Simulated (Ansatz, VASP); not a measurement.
Given: the input of a run of Ansatz 0.2.0 on BaTiO3.

Contents of input.yaml:

```yaml
crystal:
  lattice:
    - [4.0325305745, 0.0, 0.0]
    - [0.0, 4.0325305745, 0.0]
    - [0.0, 0.0, 4.0325305745]
  atoms:
    - { symbol: Ba, position: [0.5, 0.5, 0.5] }
    - { symbol: Ti, position: [0.0, 0.0, 0.0] }
    - { symbol: O, position: [0.0, 0.0, 0.5] }
    - { symbol: O, position: [0.0, 0.5, 0.0] }
    - { symbol: O, position: [0.5, 0.0, 0.0] }
hamiltonian:
  xc: r2scan
  pseudopotentials: { kind: paw }
kpoints:
  mp_grid: { grid: [7, 7, 7] }
scf:
  occupations: { method: fermi_dirac, width: 0.05 }
output:
  forces: true
  stress: true
  eigenvalues: true
```

Potentials or basis: Ansatz PAW.

Launch:

```sh
$ ansatz run input.yaml --threads 1 --pin off --max-ram 3584MiB --backend cpu --events-out ev --progress --plain --runs-dir out
```

Set up the same calculation for VASP 6.6.1. Potentials there: VASP PAW PBE potentials, release 64 (Ba_sv, Ti_sv, O).

As run (the cutoff follows the program's own potentials):

File POSCAR:

```
BaTiO3
1.0
    4.0325305745      0.0000000000      0.0000000000
    0.0000000000      4.0325305745      0.0000000000
    0.0000000000      0.0000000000      4.0325305745
Ba Ti O
1 1 3
Direct
    0.5000000000      0.5000000000      0.5000000000
    0.0000000000      0.0000000000      0.0000000000
    0.0000000000      0.0000000000      0.5000000000
    0.0000000000      0.5000000000      0.0000000000
    0.5000000000      0.0000000000      0.0000000000
```

Contents of INCAR.step1:

```
PREC = Accurate
ENCUT = 520
ISMEAR = -1
SIGMA = 0.05
LREAL = False
LASPH = True
NELM = 100
NBANDS = 28
GGA = PE
ALGO = Normal
EDIFF = 1E-4
LWAVE = True
LCHARG = False
```

The input INCAR.step2:

```
PREC = Accurate
ENCUT = 520
EDIFF = 1E-6
ISMEAR = -1
SIGMA = 0.05
LREAL = False
LASPH = True
NELM = 100
ALGO = Normal
ISIF = 2
LWAVE = False
LCHARG = False
METAGGA = R2SCAN
LMIXTAU = True
NBANDS = 28
ISTART = 1
```

Contents of KPOINTS:

```
Automatic mesh
0
Gamma
  7 7 7
```

Potentials or basis: VASP PAW PBE potentials, release 64 (Ba_sv, Ti_sv, O).

The run is started by

```sh
$ cat potpaw_PBE.64/Ba_sv/POTCAR potpaw_PBE.64/Ti_sv/POTCAR potpaw_PBE.64/O/POTCAR > POTCAR
$ cp INCAR.step1 INCAR
$ mpirun -np 1 vasp_std > vasp.out
$ cp INCAR.step2 INCAR
$ mpirun -np 1 vasp_std > vasp.out
```

Both were run:

|  | VASP | Ansatz | Ansatz less VASP |
| --- | --- | --- | --- |
| gap on the k mesh at the Fermi level (eV) | 2.14 | 2.16 | +0.020 |
| least direct gap on the mesh (eV) | 2.26 | 2.24 | -0.020 |
| pressure (GPa) | -3.1 | -4.9 | -1.78 |

VASP's potentials were made for PBE, not for r2SCAN.

Spin-orbit coupling is off throughout. Noted on Ansatz's run: odd divisions of the mesh miss points on the zone boundary, where band edges often lie, so the gap on the mesh can be too wide.
